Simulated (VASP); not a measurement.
Here is a VASP 6.6.1 calculation.

The input INCAR:

```
SYSTEM = HfO2
PREC = Accurate
ENCUT = 520
EDIFF = 1E-6
ISMEAR = 0
SIGMA = 0.02
LREAL = .False.
LASPH = .True.
NELM = 100
ALGO = Normal
ISIF = 2
LWAVE = .False.
LCHARG = .False.
GGA = PE
NBANDS = 31
```

Contents of KPOINTS:

```
regular mesh
0
Gamma
  6 6 8
  0 0 0
```

POSCAR

```
HfO2
1.0
    4.9779767682      0.0000000000      0.0000000000
    0.0000000000      4.9779767682      0.0000000000
    0.0000000000      0.0000000000      3.1988290412
Hf O
2 4
Direct
    0.0000000000      0.0000000000      0.0000000000
    0.5000000000      0.5000000000      0.5000000000
    0.1948153545      0.8051846455      0.5000000000
    0.3051846455      0.3051846455      0.0000000000
    0.6948153545      0.6948153545      0.0000000000
    0.8051846455      0.1948153545      0.5000000000
```

Potentials or basis: VASP PAW PBE potentials, release 64 (Hf_pv, O).

Launch:

```console
$ cat potpaw_PBE.64/Hf_pv/POTCAR potpaw_PBE.64/O/POTCAR > POTCAR
$ mpirun -np 1 vasp_std > vasp.out
```

Predict the largest force.

0.051 eV/Å.

Estimate the pressure.

-6.9 GPa.

Predict the band gap on the k mesh.

3.74 eV.

Forces in eV/Å, atoms in the order of the input:
```
Hf   0.000  0.000  0.000
Hf   0.000  0.000  0.000
O   -0.036  0.036  0.000
O    0.036  0.036  0.000
O   -0.036 -0.036  0.000
O    0.036 -0.036  0.000
```

Caveat: the cell differs from its parent crystal (biaxial strain in the a-b plane: +2.0 %); the cell stands under tension; spin-orbit coupling is left out, which moves the levels of the heavy elements. A k mesh can miss the band edges.
